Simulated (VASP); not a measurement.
Runs of VASP 6.6.1 on Be. The structure is that of space group P6_3/mmc (No. 194), or close to it. The cells are those of the table. 

```tsv
cell	k mesh	smearing	gap on the mesh (eV)	pressure (GPa)
a = 2.353, b = 2.353, c = 3.696 Å, angles 90.0, 90.0, 120.0°, 2 atoms	26 × 26 × 15	fermi-dirac 0.1 eV	none	-11.5
a = 2.266, b = 2.266, c = 3.559 Å, angles 90.0, 90.0, 120.0°, 2 atoms	16 × 16 × 9	gaussian 0.1 eV	none	0.1
a = 2.266, b = 2.266, c = 3.559 Å, angles 90.0, 90.0, 120.0°, 2 atoms	16 × 16 × 9	methfessel-paxton 0.03 eV	none	0.2
a = 2.235, b = 2.235, c = 3.511 Å, angles 90.0, 90.0, 120.0°, 2 atoms	26 × 26 × 15	fermi-dirac 0.1 eV	none	(b)
a = 2.325, b = 2.325, c = 3.651 Å, angles 90.0, 90.0, 120.0°, 2 atoms	26 × 26 × 15	fermi-dirac 0.1 eV	none	(a)
```

Alike in all rows: task single point; level PBE; potentials or basis VASP PAW PBE potentials, release 64 (Be); no spin polarisation; cutoff (eV) 520.

Question: Estimate the missing entries.

Answer: (a) -8.3; (b) 5.5.

A gap of «none» marks levels without a gap at the run's occupations.
